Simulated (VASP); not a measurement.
# Sn3Se (Im-3m) in VASP: single point with r2SCAN

Aim: the single point of Sn3Se with r2SCAN.

Everything below comes from runs of VASP 6.6.1. Logs are shortened: lines on timing, memory, paths and dates and some standing lists are left out, and cuts for length are marked.

### Step 1. The cell of the first run

It takes space group Im-3m (No. 229, cubic). The conventional cell has a = 5.955 Å, b = 5.955 Å, c = 5.955 Å, α = 90.00°, β = 90.00°, γ = 90.00°. Within 3.9 Å of Sn (site symmetry 4/mmm) lie 4 Sn at 2.98 Å and 2 Se at 2.98 Å. Se (site symmetry m-3m) has 6 Sn at 2.98 Å within 3.9 Å.

### Step 2. Single point, r2SCAN

File POSCAR:

```
Sn3Se
1.0
    4.9620841871     -0.9924168374     -0.9924168374
   -0.9924168374      4.9620841871     -0.9924168374
   -0.9924168374     -0.9924168374      4.9620841871
Sn Se
3 1
Direct
    0.0000000000      0.5000000000      0.5000000000
    0.5000000000      0.0000000000      0.5000000000
    0.5000000000      0.5000000000      0.0000000000
    0.0000000000      0.0000000000      0.0000000000
```

File INCAR.step1:

```
SYSTEM = Sn3Se
PREC = Accurate
ENCUT = 520
ISMEAR = 0
SIGMA = 0.15
LREAL = .FALSE.
LASPH = .TRUE.
NELM = 60
NBANDS = 32
GGA = PE
ALGO = Normal
EDIFF = 1E-4
LWAVE = .TRUE.
LCHARG = .FALSE.
```

File INCAR.step2:

```
SYSTEM = Sn3Se
PREC = Accurate
ENCUT = 520
EDIFF = 1E-6
ISMEAR = 0
SIGMA = 0.15
LREAL = .FALSE.
LASPH = .TRUE.
NELM = 60
ALGO = Normal
ISIF = 2
LWAVE = .FALSE.
LCHARG = .TRUE.
METAGGA = R2SCAN
LMIXTAU = .TRUE.
LELF = .TRUE.
LVHAR = .TRUE.
NBANDS = 32
ISTART = 1
```

File KPOINTS:

```
Automatic mesh
0
G
  12 12 12
  0 0 0
```

Potentials or basis: VASP PAW PBE potentials, release 64 (Sn_d, Se).

On the command line:

```sh
$ cat potpaw_PBE.64/Sn_d/POTCAR potpaw_PBE.64/Se/POTCAR > POTCAR
$ cp INCAR.step1 INCAR
$ mpirun -np 1 vasp_std > vasp.out
$ cp INCAR.step2 INCAR
$ mpirun -np 1 vasp_std > vasp.out
```

OUTCAR:

```text
SYSTEM = Sn3Se
   PREC = Accurate
   ENCUT = 520
   EDIFF = 1E-6
   ISMEAR = 0
   LREAL = .FALSE.
   LASPH = .TRUE.
   NELM = 60
   ISIF = 2
   METAGGA = R2SCAN
   ISTART = 1

 ion  position               nearest neighbor table
   1  0.000  0.500  0.500-   2 2.98   2 2.98   4 2.98   4 2.98   3 2.98   3 2.98
   2  0.500  0.000  0.500-   1 2.98   1 2.98   4 2.98   3 2.98   4 2.98   3 2.98
   3  0.500  0.500  0.000-   4 2.98   4 2.98   1 2.98   2 2.98   1 2.98   2 2.98
   4  0.000  0.000  0.000-   3 2.98   3 2.98   1 2.98   1 2.98   2 2.98   2 2.98

  LATTYP: Found a body centered cubic cell.
 ALAT       =     5.9545010245

  Lattice vectors:

 A1 = (   4.9620841871,  -0.9924168374,  -0.9924168374)
 A2 = (  -0.9924168374,   4.9620841871,  -0.9924168374)
 A3 = (  -0.9924168374,  -0.9924168374,   4.9620841871)

Analysis of symmetry for initial positions (statically):
=====================================================================
 Subroutine PRICEL returns:
 Original cell was already a primitive cell.

 Routine SETGRP: Setting up the symmetry group for a
 body centered cubic supercell.

 Subroutine GETGRP returns: Found 48 space group operations
 (whereof 48 operations were pure point group operations)
 out of a pool of 48 trial point group operations.

The static configuration has the point symmetry O_h .

Analysis of symmetry for dynamics (positions and initial velocities):
=====================================================================
 Subroutine PRICEL returns:
 Original cell was already a primitive cell.

 Routine SETGRP: Setting up the symmetry group for a
 body centered cubic supercell.

 Subroutine GETGRP returns: Found 48 space group operations
 (whereof 48 operations were pure point group operations)
 out of a pool of 48 trial point group operations.

The dynamic configuration has the point symmetry O_h .

 Subroutine INISYM returns: Found 48 space group operations
 (whereof 48 operations are pure point group operations),
 and found     1 'primitive' translations

----------------------------------------------------------------------------------------

                                     Primitive cell

  volume of cell :     105.5616

  direct lattice vectors                    reciprocal lattice vectors
     4.962084187 -0.992416837 -0.992416837     0.223920246  0.055980061  0.055980061
    -0.992416837  4.962084187 -0.992416837     0.055980061  0.223920246  0.055980061
    -0.992416837 -0.992416837  4.962084187     0.055980061  0.055980061  0.223920246

  length of vectors
     5.156749154  5.156749154  5.156749154     0.237503286  0.237503286  0.237503286

  position of ions in fractional coordinates (direct lattice)
     0.000000000  0.500000000  0.500000000
     0.500000000  0.000000000  0.500000000
     0.500000000  0.500000000  0.000000000
     0.000000000  0.000000000  0.000000000

  ion indices of the primitive-cell ions
   primitive index   ion index
                 1           1
                 2           2
                 3           3
                 4           4

----------------------------------------------------------------------------------------

 KPOINTS: Automatic mesh

Automatic generation of k-mesh.
 Grid dimensions read from file:
 generate k-points for:   12   12   12

 Generating k-lattice:

  Cartesian coordinates                     Fractional coordinates (reciprocal lattice)
     0.018660020  0.004665005  0.004665005     0.083333333 -0.000000000 -0.000000000
     0.004665005  0.018660020  0.004665005    -0.000000000  0.083333333 -0.000000000
     0.004665005  0.004665005  0.018660020    -0.000000000 -0.000000000  0.083333333

  Length of vectors
     0.019791941  0.019791941  0.019791941

  Shift w.r.t. Gamma in fractional coordinates (k-lattice)
     0.000000000  0.000000000  0.000000000

 Subroutine IBZKPT returns following result:
 ===========================================

 Found     72 irreducible k-points:

 Following reciprocal coordinates:
            Coordinates               Weight
  0.000000  0.000000  0.000000      1.000000
  0.083333 -0.000000 -0.000000     12.000000
  0.166667 -0.000000 -0.000000     12.000000
  0.250000 -0.000000  0.000000     12.000000
  0.333333 -0.000000 -0.000000     12.000000
  0.416667 -0.000000 -0.000000     12.000000
[... 16 lines left out ...]
  0.333333  0.083333  0.083333     24.000000
  0.416667  0.083333  0.083333     12.000000
 [... further k-points ...]
   k-points           NKPTS =     72   k-points in BZ     NKDIM =     72   number of bands    NBANDS=     32
   number of dos      NEDOS =    301   number of ions     NIONS =      4
   total plane-waves  NPLWV =  64000
   dimension x,y,z NGX =    40 NGY =   40 NGZ =   40
   dimension x,y,z NGXF=    80 NGYF=   80 NGZF=   80
   ions per type =               3   1
   NGX,Y,Z   is equivalent  to a cutoff of  12.90, 12.90, 12.90 a.u.
   NGXF,Y,Z  is equivalent  to a cutoff of  25.79, 25.79, 25.79 a.u.
 SYSTEM =  Sn3Se
   PREC   = accura    normal or accurate (medium, high low for compatibility)
   ISTART =      1    job   : 0-new  1-cont  2-samecut
   ICHARG =      0    charge: 1-file 2-atom 10-const
   ISPIN  =      1    spin polarized calculation?
   LNONCOLLINEAR =      F non collinear calculations
   LSORBIT =      F    spin-orbit coupling
   LASPH  =      T    aspherical Exc in radial PAW
   ENCUT  =  520.0 eV  38.22 Ry    6.18 a.u.   9.59  9.59  9.59*2*pi/ulx,y,z
   NELM   =     60;   NELMIN=  2; NELMDL=  0     # of ELM steps
   EDIFF  = 0.1E-05   stopping-criterion for ELM
   LREAL  =      F    real-space projection
   EDIFFG = 0.1E-04   stopping-criterion for IOM
   NSW    =      0    number of steps for IOM
   IBRION =     -1    ionic relax: 0-MD 1-quasi-New 2-CG
   NFREE  =      0    steps in history (QN), initial steepest desc. (CG)
   ISIF   =      2    stress and relaxation
   ISYM   =      2    0-nonsym 1-usesym 2-fastsym
   POTIM  = 0.5000    time-step for ionic-motion
   TEBEG  =    0.0;   TEEND  =   0.0 temperature during run
   PSTRESS=    0.0 pullay stress
   NELECT =      48.0000    total number of electrons
   NUPDOWN=      -1.0000    fix difference up-down
   EMIN   =  10.00;   EMAX   =-10.00  energy-range for DOS
   EFERMI =   0.00;   METHOD = LEGACY
   ISMEAR =     0;   SIGMA  =   0.15  broadening in eV -4-tet -1-fermi 0-gaus
   EFERMI_NEDOS =   21; number of points for ismear=-14 and -15
   IALGO  =     38    algorithm
   IMIX   =      4    mixing-type and parameters
     AMIX     =   0.40;   BMIX     =  1.00
     AMIX_MAG =   1.60;   BMIX_MAG =  1.00
  volume/ion in A,a.u.               =      26.39       178.09
  Fermi-wavevector in a.u.,A,eV,Ry     =   1.258886  2.378950 21.562444  1.584795
  Thomas-Fermi vector in A             =   2.392474
   LORBIT       =      0    0 simple, 1 ext, 2 COOP (PROOUT), +10 PAW based schemes
   METAGGA = R2SCAN    functional components
   LHFCALC =     F    Hartree Fock is set to
   AEXX    =    0.0000 exact exchange contribution
   IVDW    =     0    specifies the selected vdW correction
   LEPSILON=     F    determine dielectric tensor
   LRPA    =     F    only Hartree local field effects (RPA)
 non-spin polarized calculation
 Gauss-broadening in eV      SIGMA  =   0.15
  energy-cutoff  :      520.00
  volume of cell :      105.56
 maximum number of plane-waves:      2899
 NGX is ok and might be reduce to    40
   NGX = 19   NGY = 19   NGZ = 19

 number of electron      47.9999975 magnetization

 Free energy of the ion-electron system (eV)
  ---------------------------------------------------
  ext. energy  EPLUGINS =         0.00000000
  ---------------------------------------------------
  free energy    TOTEN  =       -89.03009569 eV

  energy without entropy =      -89.00696207  energy(sigma->0) =      -89.01852888

 E-fermi :   7.2636     XC(G=0): -10.7840

 val. band max:        7.2474469440   @ k =   0.5000  -0.0000   0.0000
 cond. band min:       7.2716636199   @ k =   0.2500   0.0833   0.0833
 fundamental gap:      0.0242166760
 Fermi energy:         7.2635525943

 k-point     1 :       0.0000    0.0000    0.0000
  band No.  band energies     occupation
      1     -15.3926      2.00000
      2     -15.3926      2.00000
      3     -15.3370      2.00000
      4     -15.2438      2.00000
      5     -15.2438      2.00000
      6     -15.2438      2.00000
[... 24 lines left out ...]
     31      11.5404      0.00000
     32      15.9392      0.00000

 k-point     2 :       0.0833   -0.0000   -0.0000
  band No.  band energies     occupation
      1     -15.3896      2.00000
      2     -15.3842      2.00000
      3     -15.3335      2.00000
      4     -15.2415      2.00000
      5     -15.2412      2.00000
      6     -15.2396      2.00000
[... 24 lines left out ...]
     31      11.6204      0.00000
     32      16.0269      0.00000

 k-point     3 :       0.1667   -0.0000   -0.0000
  band No.  band energies     occupation
      1     -15.3824      2.00000
      2     -15.3597      2.00000
      3     -15.3221      2.00000
      4     -15.2349      2.00000
      5     -15.2338      2.00000
      6     -15.2274      2.00000
[... 24 lines left out ...]
     31      11.8705      0.00000
     32      15.4834      0.00000

 k-point     4 :       0.2500   -0.0000    0.0000
  band No.  band energies     occupation
      1     -15.3744      2.00000
      2     -15.3214      2.00000
      3     -15.3011      2.00000
      4     -15.2249      2.00000
      5     -15.2225      2.00000
      6     -15.2089      2.00000
[... 654 lines left out ...]
     31      12.9549      0.00000
     32      13.1567      0.00000

 k-point    23 :       0.3333    0.0833    0.0833
  band No.  band energies     occupation
      1     -15.3370      2.00000
      2     -15.2360      2.00000
      3     -15.2248      2.00000
      4     -15.1938      2.00000
      5     -15.1879      2.00000
      6     -15.1653      2.00000
[... 24 lines left out ...]
     31      13.8407      0.00000
     32      14.0103      0.00000

 k-point    24 :       0.4167    0.0833    0.0833
  band No.  band energies     occupation
      1     -15.3358      2.00000
      2     -15.2138      2.00000
      3     -15.1998      2.00000
      4     -15.1889      2.00000
      5     -15.1821      2.00000
      6     -15.1600      2.00000
[... 24 lines left out ...]
     31      13.8742      0.00000
     32      14.7654      0.00000

 [... further k-points ...]

------------------------ aborting loop because EDIFF is reached ----------------------------------------

  FORCE on cell =-STRESS in cart. coord.  units (eV):
  Direction    XX          YY          ZZ          XY          YZ          ZX
  --------------------------------------------------------------------------------------
  -------------------------------------------------------------------------------------
  Total        1.1436851      1.1436851      1.1436851      0.0000000      0.0000000      0.0000000
  in kB       17.3584486     17.3584486     17.3584486      0.0000000      0.0000000      0.0000000
  external PRESSURE =      17.3584486 kB  Pullay stress =       0.0000000 kB

 VOLUME and BASIS-vectors are now :
 -----------------------------------------------------------------------------
  energy-cutoff  :      520.00
  volume of cell :      105.56
      direct lattice vectors                 reciprocal lattice vectors
     4.962084187 -0.992416837 -0.992416837     0.223920246  0.055980061  0.055980061
    -0.992416837  4.962084187 -0.992416837     0.055980061  0.223920246  0.055980061
    -0.992416837 -0.992416837  4.962084187     0.055980061  0.055980061  0.223920246

 POSITION                                       TOTAL-FORCE (eV/Angst)
 -----------------------------------------------------------------------------------
     -0.99242      1.98483      1.98483        -0.000000      0.000000      0.000000
      1.98483     -0.99242      1.98483        -0.000000      0.000000     -0.000000
      1.98483      1.98483     -0.99242         0.000000     -0.000000     -0.000000
      0.00000      0.00000      0.00000         0.000000     -0.000000      0.000000
 -----------------------------------------------------------------------------------
    total drift:                                0.000000      0.000000     -0.000000

  FREE ENERGIE OF THE ION-ELECTRON SYSTEM (eV)
  ---------------------------------------------------
  free  energy   TOTEN  =       -89.0300956941 eV

  energy  without entropy=      -89.0069620675  energy(sigma->0) =      -89.01852888
```

Run time: 25 min. Hardware: 1 thread of Oxide Virtual Turin-like, shared host; peak memory 0.36 GiB.

Results:

```
Free energy            : -89.0301 eV
Pressure               : 1.7 GPa
Band gap on the k mesh : zero (bands 24 and 25 overlap by 3.80 eV)
```

Levels at points of the mesh, in eV from the Fermi level:
```tsv
k point	band 22	band 23	band 24	band 25	band 26	band 27
(0.00, 0.00, 0.00)	-4.38	-2.75	-2.75	-2.75	2.89	2.89
(0.50, 0.00, 0.00)	-2.12	-1.65	-0.07	-0.02	1.83	2.76
(0.50, 0.50, 0.50)	-1.98	-1.46	-1.46	-1.46	5.58	5.58
```

Caveat: the PAW data sets were made with another functional, which shifts forces and pressure a little; spin-orbit coupling is left out, which moves the levels of the heavy elements.
